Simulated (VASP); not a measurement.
**Cu3N: single point with r2SCAN**

Crystal: Cu3N.

```
Cu N
1.0
     3.82689    0.00000    0.00000
     0.00000    3.82689    0.00000
     0.00000    0.00000    3.82689
Cu N
3 1
Direct
  0.50000 0.00000 0.00000
  0.00000 0.50000 0.00000
  0.00000 0.00000 0.50000
  0.00000 0.00000 0.00000
```

This cell differs from its parent crystal: volume changed by +3%.

```
Program             : VASP 6.6.1
Task                : single point
Functional          : r2SCAN
Potentials or basis : VASP PAW PBE potentials, release 64 (Cu, N)
Cutoff              : 660 eV
k mesh              : 6 × 6 × 6
Occupations         : fermi-dirac, width 0.02 eV
Spin                : no spin polarisation
```

```json
{
  "Pressure": "-3.0 GPa",
  "Band gap on the k mesh": "0.35 eV, indirect (least direct gap 0.95 eV)"
}
```

Levels at points of the mesh, in eV from the valence-band top:
| k point | band 15 | band 16 | band 17 | band 18 | band 19 | band 20 | band 21 | band 22 | band 23 | band 24 |
| --- | --- | --- | --- | --- | --- | --- | --- | --- | --- | --- |
| (0.00, 0.00, 0.00) | -2.41 | -1.90 | -1.90 | -1.90 | -1.84 | 1.12 | 5.61 | 5.61 | 6.98 | 6.98 |
| (0.50, 0.00, 0.00) | -2.40 | -2.22 | -1.90 | -1.45 | -1.45 | 1.77 | 3.54 | 7.19 | 7.52 | 7.52 |
| (0.50, 0.50, 0.00) | -2.35 | -2.20 | -1.09 | -1.09 | -0.71 | 0.35 | 3.90 | 5.12 | 5.12 | 8.56 |
| (0.50, 0.50, 0.50) | -1.93 | -1.93 | 0.00 | 0.00 | 0.00 | 1.04 | 1.04 | 1.04 | 6.32 | 8.50 |

Wall time 41 s on 1 thread of Intel(R) Xeon(R) 6975P-C (Granite Rapids), with other jobs on the host, peak memory 0.2 GiB.

Caveat: the PAW data sets were made with another functional, which shifts forces and pressure a little. A k mesh can miss the band edges.
